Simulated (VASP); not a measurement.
# BaTiO3 (Pm-3m) in VASP: single point with r2SCAN

Aim: the single point of BaTiO3 with r2SCAN.

All numbers are computed with VASP 6.6.1; they aren't measurements. Logs are shortened: lines on timing, memory, paths and dates and some standing lists are left out, and cuts for length are marked.

### Step 1. The cell of the first run

The structure is cubic, space group Pm-3m (No. 221). The conventional cell has a = 3.953 Å, b = 3.953 Å, c = 3.953 Å, α = 90.00°, β = 90.00°, γ = 90.00°. Within 3.7 Å of Ba (site symmetry m-3m) lie 12 O at 2.80 Å and 8 Ti at 3.42 Å. Within 2.6 Å of Ti (site symmetry m-3m) lie 6 O at 1.98 Å. O (site symmetry 4/mmm) has 2 Ti at 1.98 Å within 2.6 Å. Within 2.6 Å of O (site symmetry 4/mmm) lie 2 Ti at 1.98 Å.

### Step 2. Single point, r2SCAN

The input, POSCAR:

```
BaTiO3
1.0
    7.9069839000      0.0000000000      0.0000000000
    0.0000000000      3.9534919500      0.0000000000
    0.0000000000      0.0000000000      3.9534919500
Ba Ti O
2 2 6
Direct
    0.2500000000      0.5000000000      0.5000000000
    0.7500000000      0.5000000000      0.5000000000
    0.0000000000      0.0000000000      0.0000000000
    0.5000000000      0.0000000000      0.0000000000
    0.2500000000      0.0000000000      0.0000000000
    0.7500000000      0.0000000000      0.0000000000
    0.0000000000      0.5000000000      0.0000000000
    0.5000000000      0.5000000000      0.0000000000
    0.0000000000      0.0000000000      0.5000000000
    0.5000000000      0.0000000000      0.5000000000
```

The input, INCAR.step1:

```
PREC     = Accurate       # precision mode
ENCUT    = 520            # plane-wave cutoff, eV
ISMEAR   = 1              # smearing method
SIGMA    = 0.0141         # smearing width, eV
LREAL    = F              # projectors in reciprocal space
LASPH    = T              # aspherical terms in the spheres
NELM     = 80             # most SCF steps
NBANDS   = 51             # bands
GGA      = PE             # functional
ALGO     = Normal         # electronic algorithm
EDIFF    = 1E-4           # SCF threshold, eV
LWAVE    = T              # write WAVECAR
LCHARG   = F              # write CHGCAR
```

The input, INCAR.step2:

```
PREC     = Accurate       # precision mode
ENCUT    = 520            # plane-wave cutoff, eV
EDIFF    = 1E-7           # SCF threshold, eV
ISMEAR   = 1              # smearing method
SIGMA    = 0.0141         # smearing width, eV
LREAL    = F              # projectors in reciprocal space
LASPH    = T              # aspherical terms in the spheres
NELM     = 80             # most SCF steps
ALGO     = Normal         # electronic algorithm
ISIF     = 2              # what is computed and relaxed
LWAVE    = F              # write WAVECAR
LCHARG   = T              # write CHGCAR
METAGGA  = R2SCAN         # meta-GGA
LMIXTAU  = T            
LELF     = T              # ELF
LVHAR    = T            
NBANDS   = 51             # bands
ISTART   = 1
```

The input, KPOINTS:

```
Automatic mesh
0
Gamma
  4 7 7
```

Potentials or basis: VASP PAW PBE potentials, release 64 (Ba_sv, Ti_sv, O).

Command:

```console
$ cat potpaw_PBE.64/Ba_sv/POTCAR potpaw_PBE.64/Ti_sv/POTCAR potpaw_PBE.64/O/POTCAR > POTCAR
$ cp INCAR.step1 INCAR
$ mpirun -np 1 vasp_std > vasp.out
$ cp INCAR.step2 INCAR
$ mpirun -np 1 vasp_std > vasp.out
```

OUTCAR:

```text
PREC = Accurate
   ENCUT = 520
   EDIFF = 1E-7
   ISMEAR = 1
   LREAL = F
   LASPH = T
   NELM = 80
   ISIF = 2
   METAGGA = R2SCAN
   ISTART = 1

 ion  position               nearest neighbor table
   1  0.250  0.500  0.500-   5 2.80   7 2.80   8 2.80   9 2.80  10 2.80   5 2.80   7 2.80   8 2.80
                             5 2.80   9 2.80  10 2.80   5 2.80   3 3.42   4 3.42   4 3.42   4 3.42
   2  0.750  0.500  0.500-   6 2.80   7 2.80   8 2.80   9 2.80  10 2.80   6 2.80   7 2.80   8 2.80
                             6 2.80   9 2.80  10 2.80   6 2.80   3 3.42   4 3.42   4 3.42   4 3.42
   3  0.000  0.000  0.000-   5 1.98   6 1.98   7 1.98   9 1.98   9 1.98   7 1.98   1 3.42   2 3.42
                             1 3.42   1 3.42   2 3.42   2 3.42   1 3.42   2 3.42
   4  0.500  0.000  0.000-   5 1.98   6 1.98   8 1.98  10 1.98  10 1.98   8 1.98   1 3.42   2 3.42
                             1 3.42   1 3.42   2 3.42   2 3.42   1 3.42   2 3.42
   5  0.250  0.000  0.000-   3 1.98   4 1.98   1 2.80   1 2.80   1 2.80   1 2.80
   6  0.750  0.000  0.000-   3 1.98   4 1.98   2 2.80   2 2.80   2 2.80   2 2.80
   7  0.000  0.500  0.000-   3 1.98   3 1.98   1 2.80   1 2.80   2 2.80   2 2.80
   8  0.500  0.500  0.000-   4 1.98   4 1.98   1 2.80   1 2.80   2 2.80   2 2.80
   9  0.000  0.000  0.500-   3 1.98   3 1.98   1 2.80   2 2.80   1 2.80   2 2.80
  10  0.500  0.000  0.500-   4 1.98   4 1.98   1 2.80   2 2.80   1 2.80   2 2.80

  LATTYP: Found a simple tetragonal cell.
 ALAT       =     3.9534919500
 C/A-ratio  =     2.0000000000

  Lattice vectors:

 A1 = (   0.0000000000,   3.9534919500,   0.0000000000)
 A2 = (   0.0000000000,   0.0000000000,   3.9534919500)
 A3 = (   7.9069839000,   0.0000000000,   0.0000000000)

Analysis of symmetry for initial positions (statically):
=====================================================================
 Subroutine PRICEL returns following result:

  LATTYP: Found a simple cubic cell.
 ALAT       =     3.9534919500

  Lattice vectors:

 A1 = (   3.9534919500,   0.0000000000,   0.0000000000)
 A2 = (   0.0000000000,   3.9534919500,   0.0000000000)
 A3 = (   0.0000000000,   0.0000000000,   3.9534919500)

   2 primitive cells build up your supercell.

 Routine SETGRP: Setting up the symmetry group for a
 simple tetragonal supercell.

 Subroutine GETGRP returns: Found 16 space group operations
 (whereof 16 operations were pure point group operations)
 out of a pool of 16 trial point group operations.

The static configuration has the point symmetry D_4h.

Analysis of symmetry for dynamics (positions and initial velocities):
=====================================================================
 Subroutine PRICEL returns following result:

  LATTYP: Found a simple cubic cell.
 ALAT       =     3.9534919500

  Lattice vectors:

 A1 = (   3.9534919500,   0.0000000000,   0.0000000000)
 A2 = (   0.0000000000,   3.9534919500,   0.0000000000)
 A3 = (   0.0000000000,   0.0000000000,   3.9534919500)

   2 primitive cells build up your supercell.

 Routine SETGRP: Setting up the symmetry group for a
 simple tetragonal supercell.

 Subroutine GETGRP returns: Found 16 space group operations
 (whereof 16 operations were pure point group operations)
 out of a pool of 16 trial point group operations.

The dynamic configuration has the point symmetry D_4h.

 Subroutine INISYM returns: Found 16 space group operations
 (whereof 16 operations are pure point group operations),
 and found     2 'primitive' translations

----------------------------------------------------------------------------------------

                                     Primitive cell

  volume of cell :      61.7935

  direct lattice vectors                    reciprocal lattice vectors
     3.953491950  0.000000000  0.000000000     0.252940948  0.000000000  0.000000000
     0.000000000  3.953491950  0.000000000     0.000000000  0.252940948  0.000000000
     0.000000000  0.000000000  3.953491950     0.000000000  0.000000000  0.252940948

  length of vectors
     3.953491950  3.953491950  3.953491950     0.252940948  0.252940948  0.252940948

  position of ions in fractional coordinates (direct lattice)
     0.500000000  0.500000000  0.500000000
     0.000000000  0.000000000  0.000000000
     0.500000000  0.000000000  0.000000000
     0.000000000  0.500000000  0.000000000
     0.000000000  0.000000000  0.500000000

  ion indices of the primitive-cell ions
   primitive index   ion index
                 1           1
                 2           3
                 3           5
                 4           7
                 5           9

----------------------------------------------------------------------------------------

 KPOINTS: Automatic mesh

Automatic generation of k-mesh.
 Grid dimensions read from file:
 generate k-points for:    4    7    7

 Generating k-lattice:

  Cartesian coordinates                     Fractional coordinates (reciprocal lattice)
     0.031617618  0.000000000  0.000000000     0.250000000  0.000000000  0.000000000
     0.000000000  0.036134421  0.000000000     0.000000000  0.142857143  0.000000000
     0.000000000  0.000000000  0.036134421     0.000000000  0.000000000  0.142857143

  Length of vectors
     0.031617618  0.036134421  0.036134421

  Shift w.r.t. Gamma in fractional coordinates (k-lattice)
     0.000000000  0.000000000  0.000000000

 Subroutine IBZKPT returns following result:
 ===========================================

 Found     30 irreducible k-points:

 Following reciprocal coordinates:
            Coordinates               Weight
  0.000000  0.000000  0.000000      1.000000
  0.250000  0.000000  0.000000      2.000000
  0.500000  0.000000  0.000000      1.000000
  0.000000  0.142857  0.000000      4.000000
  0.250000  0.142857  0.000000      8.000000
  0.500000  0.142857  0.000000      4.000000
[... 16 lines left out ...]
  0.250000  0.285714  0.285714      8.000000
  0.500000  0.285714  0.285714      4.000000
 [... further k-points ...]
   k-points           NKPTS =     30   k-points in BZ     NKDIM =     30   number of bands    NBANDS=     51
   number of dos      NEDOS =    301   number of ions     NIONS =     10
   total plane-waves  NPLWV =  54000
   dimension x,y,z NGX =    60 NGY =   30 NGZ =   30
   dimension x,y,z NGXF=   120 NGYF=   60 NGZF=   60
   ions per type =               2   2   6
   NGX,Y,Z   is equivalent  to a cutoff of  12.62, 12.62, 12.62 a.u.
   NGXF,Y,Z  is equivalent  to a cutoff of  25.23, 25.23, 25.23 a.u.
 SYSTEM =  unknown system
   PREC   = accura    normal or accurate (medium, high low for compatibility)
   ISTART =      1    job   : 0-new  1-cont  2-samecut
   ICHARG =      0    charge: 1-file 2-atom 10-const
   ISPIN  =      1    spin polarized calculation?
   LNONCOLLINEAR =      F non collinear calculations
   LSORBIT =      F    spin-orbit coupling
   LASPH  =      T    aspherical Exc in radial PAW
   ENCUT  =  520.0 eV  38.22 Ry    6.18 a.u.  14.70  7.35  7.35*2*pi/ulx,y,z
   NELM   =     80;   NELMIN=  2; NELMDL=  0     # of ELM steps
   EDIFF  = 0.1E-06   stopping-criterion for ELM
   LREAL  =      F    real-space projection
   EDIFFG = 0.1E-05   stopping-criterion for IOM
   NSW    =      0    number of steps for IOM
   IBRION =     -1    ionic relax: 0-MD 1-quasi-New 2-CG
   NFREE  =      0    steps in history (QN), initial steepest desc. (CG)
   ISIF   =      2    stress and relaxation
   ISYM   =      2    0-nonsym 1-usesym 2-fastsym
   POTIM  = 0.5000    time-step for ionic-motion
   TEBEG  =    0.0;   TEEND  =   0.0 temperature during run
   PSTRESS=    0.0 pullay stress
   NELECT =      80.0000    total number of electrons
   NUPDOWN=      -1.0000    fix difference up-down
   EMIN   =  10.00;   EMAX   =-10.00  energy-range for DOS
   EFERMI =   0.00;   METHOD = LEGACY
   ISMEAR =     1;   SIGMA  =   0.01  broadening in eV -4-tet -1-fermi 0-gaus
   EFERMI_NEDOS =   21; number of points for ismear=-14 and -15
   IALGO  =     38    algorithm
   IMIX   =      4    mixing-type and parameters
     AMIX     =   0.40;   BMIX     =  1.00
     AMIX_MAG =   1.60;   BMIX_MAG =  1.00
  volume/ion in A,a.u.               =      12.36        83.40
  Fermi-wavevector in a.u.,A,eV,Ry     =   1.416165  2.676164 27.286815  2.005524
  Thomas-Fermi vector in A             =   2.537528
   LORBIT       =      0    0 simple, 1 ext, 2 COOP (PROOUT), +10 PAW based schemes
   METAGGA = R2SCAN    functional components
   LHFCALC =     F    Hartree Fock is set to
   AEXX    =    0.0000 exact exchange contribution
   IVDW    =     0    specifies the selected vdW correction
   LEPSILON=     F    determine dielectric tensor
   LRPA    =     F    only Hartree local field effects (RPA)
 non-spin polarized calculation
 Methfessel and Paxton  Order N= 1 SIGMA  =   0.01
  energy-cutoff  :      520.00
  volume of cell :      123.59
 maximum number of plane-waves:      3397
 NGX is ok and might be reduce to    60
   NGX = 29   NGY = 15   NGZ = 15

 number of electron      79.9999965 magnetization

 Free energy of the ion-electron system (eV)
  ---------------------------------------------------
  ext. energy  EPLUGINS =         0.00000000
  ---------------------------------------------------
  free energy    TOTEN  =      -148.33621427 eV

  energy without entropy =     -148.33623096  energy(sigma->0) =     -148.33621983

 E-fermi :   3.7977     XC(G=0): -12.1313

 val. band max:        3.7858570052   @ k =   0.0000   0.4286   0.4286
 cond. band min:       6.0435343331   @ k =   0.0000   0.0000   0.0000
 fundamental gap:      2.2576773280
 Fermi energy:         3.7977275060

 k-point     1 :       0.0000    0.0000    0.0000
  band No.  band energies     occupation
      1     -54.8855      2.00000
      2     -54.8841      2.00000
      3     -30.1365      2.00000
      4     -30.0667      2.00000
      5     -30.0666      2.00000
      6     -30.0666      2.00000
[... 43 lines left out ...]
     50       9.4733      0.00000
     51       9.4733      0.00000
[... 1240 lines left out ...]
     50      10.8401      0.00000
     51      12.2689      0.00000

 [... further k-points ...]

------------------------ aborting loop because EDIFF is reached ----------------------------------------

  FORCE on cell =-STRESS in cart. coord.  units (eV):
  Direction    XX          YY          ZZ          XY          YZ          ZX
  --------------------------------------------------------------------------------------
  -------------------------------------------------------------------------------------
  Total        6.2362410      6.2383137      6.2383137      0.0000000      0.0000000      0.0000000
  in kB       80.8464394     80.8733098     80.8733098      0.0000000      0.0000000      0.0000000
  external PRESSURE =      80.8643530 kB  Pullay stress =       0.0000000 kB

 VOLUME and BASIS-vectors are now :
 -----------------------------------------------------------------------------
  energy-cutoff  :      520.00
  volume of cell :      123.59
      direct lattice vectors                 reciprocal lattice vectors
     7.906983900  0.000000000  0.000000000     0.126470474  0.000000000  0.000000000
     0.000000000  3.953491950  0.000000000     0.000000000  0.252940948  0.000000000
     0.000000000  0.000000000  3.953491950     0.000000000  0.000000000  0.252940948

 POSITION                                       TOTAL-FORCE (eV/Angst)
 -----------------------------------------------------------------------------------
      1.97675      1.97675      1.97675         0.000000     -0.000000      0.000000
      5.93024      1.97675      1.97675         0.000000      0.000000      0.000000
      0.00000      0.00000      0.00000         0.000000     -0.000000     -0.000000
      3.95349      0.00000      0.00000         0.000000     -0.000000     -0.000000
      1.97675      0.00000      0.00000         0.000000     -0.000000     -0.000000
      5.93024      0.00000      0.00000         0.000000      0.000000      0.000000
      0.00000      1.97675      0.00000        -0.000000     -0.000000     -0.000000
      3.95349      1.97675      0.00000        -0.000000     -0.000000     -0.000000
      0.00000      0.00000      1.97675        -0.000000     -0.000000     -0.000000
      3.95349      0.00000      1.97675        -0.000000      0.000000     -0.000000
 -----------------------------------------------------------------------------------
    total drift:                                0.000000     -0.000000      0.000000

  FREE ENERGIE OF THE ION-ELECTRON SYSTEM (eV)
  ---------------------------------------------------
  free  energy   TOTEN  =      -148.3362142733 eV

  energy  without entropy=     -148.3362309582  energy(sigma->0) =     -148.33621983
```

Run time: 8.5 min. Hardware: 1 thread of AMD EPYC 7R13 (Zen 3), shared host; peak memory 0.31 GiB.

Results:

- Free energy: -148.3362 eV
- Pressure: 8.1 GPa
- Band gap on the k mesh: 2.26 eV

Caveat: the PAW data sets were made with another functional, which shifts forces and pressure a little; spin-orbit coupling is left out, which moves the levels of the heavy elements. r2SCAN opens gaps a little over a GGA but as a rule still falls short of measured ones.
